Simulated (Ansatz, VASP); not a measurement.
## One calculation of TiSi16, two programs

```
Si Ti
1.0
     0.00000    5.43000    5.43000
     5.43000    0.00000    5.43000
     5.43000    5.43000    0.00000
Si Ti
16 1
Direct
  0.00619 0.99989 0.98749
  0.14106 0.12504 0.11001
  0.00727 0.00130 0.49123
  0.12645 0.13312 0.61374
  0.00618 0.50756 0.98748
  0.12534 0.62682 0.12215
  0.00203 0.50340 0.49224
  0.12643 0.62781 0.61370
  0.50437 0.00581 0.98527
  0.62364 0.12508 0.11002
  0.49994 0.00130 0.49124
  0.62516 0.12663 0.62278
  0.49844 0.50759 0.98752
  0.62367 0.64244 0.10991
  0.49989 0.50881 0.49115
  0.63177 0.62781 0.61374
  0.75386 0.25519 0.23687
```

Alike in both runs: functional PBEsol; k mesh 2 × 2 × 2; occupations gaussian, width 0.05 eV; no spin polarisation.

Ansatz relaxed the structure, and its values are those at the end. VASP's run is a single point on that final structure, the one shown.

|  | VASP | Ansatz |
| --- | --- | --- |
| version | VASP 6.6.1 | Ansatz 0.2.0 |
| potentials or method | VASP PAW PBE potentials, release 64 (Si, Ti_sv), cutoff 520 eV | scalar-relativistic, plane waves, PAW |
| valence electrons in the cell | 76 | 76 |

Ansatz gave:

* rms of the force components (eV/Å): 0.011

Task: What did VASP give for the same quantities?

Result: rms of the force components (eV/Å): 0.012.

VASP's potentials were made for PBE, not for PBEsol, and Ansatz warns of the same on its side.

The k mesh is coarse, so the values compare programs but aren't converged.
